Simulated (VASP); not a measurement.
Wanted: the native input for a VASP 6.6.1 run.

```yaml
Task: single point
Functional: PBEsol
Potentials_or_basis: VASP PAW PBE potentials, release 64 (Fe_sv, O_h)
Cutoff: 1340 eV
k_mesh: 9 × 9 × 9
Occupations: fermi-dirac, width 0.05 eV
Spin: collinear spin, ferromagnetic start
Starting_moments: "[3.0, 0.0] μB"
Dipole_correction: no
Further_INCAR_settings: ALGO = Normal; EDIFF = 1e-06; NBANDS = 22
```

The structure of FeO lies in POSCAR:

```
FeO
1.0
    0.0000000000      2.1554000000      2.1554000000
    2.1554000000      0.0000000000      2.1554000000
    2.1554000000      2.1554000000      0.0000000000
Fe O
1 1
Direct
    0.0000000000      0.0000000000      0.0000000000
    0.5000000000      0.5000000000      0.5000000000
```

These files were run (other wordings do the same):

INCAR

```
PREC = Accurate
ENCUT = 1340
EDIFF = 1E-6
ISMEAR = -1
SIGMA = 0.05
LREAL = F
LASPH = T
NELM = 200
ALGO = Normal
ISIF = 2
LWAVE = F
LCHARG = F
ISPIN = 2
MAGMOM = 3 0
LORBIT = 11
LMAXMIX = 4
GGA = PS
NBANDS = 22
GGA_COMPAT = F
```

KPOINTS

```
Automatic mesh
0
Gamma
  9 9 9
```

Potentials or basis: VASP PAW PBE potentials, release 64 (Fe_sv, O_h).

The run is started by

```console
$ cat potpaw_PBE.64/Fe_sv/POTCAR potpaw_PBE.64/O_h/POTCAR > POTCAR
$ mpirun -np 1 vasp_std > vasp.out
```

It gave:

- Pressure: -9.2 GPa
- Band gap on the k mesh: zero (filled and empty bands overlap)
- Net moment: 4.00 μB per cell
- Site moments: Fe +3.47; O +0.23 μB
- Valence electrons inside the program's atomic spheres: Fe 13.61; O 3.32

Caveat: the cell stands under tension; the PAW data sets were made with another functional, which shifts forces and pressure a little; a cell with one magnetic atom can't hold antiferromagnetic order, which such compounds often take; semilocal functionals often make such compounds metallic where correlation or magnetic order opens a gap, which also shifts bond lengths.

It took 42 s on 1 thread of Intel(R) Xeon(R) 6975P-C (Granite Rapids), with other jobs on the host, peak memory 0.29 GiB.
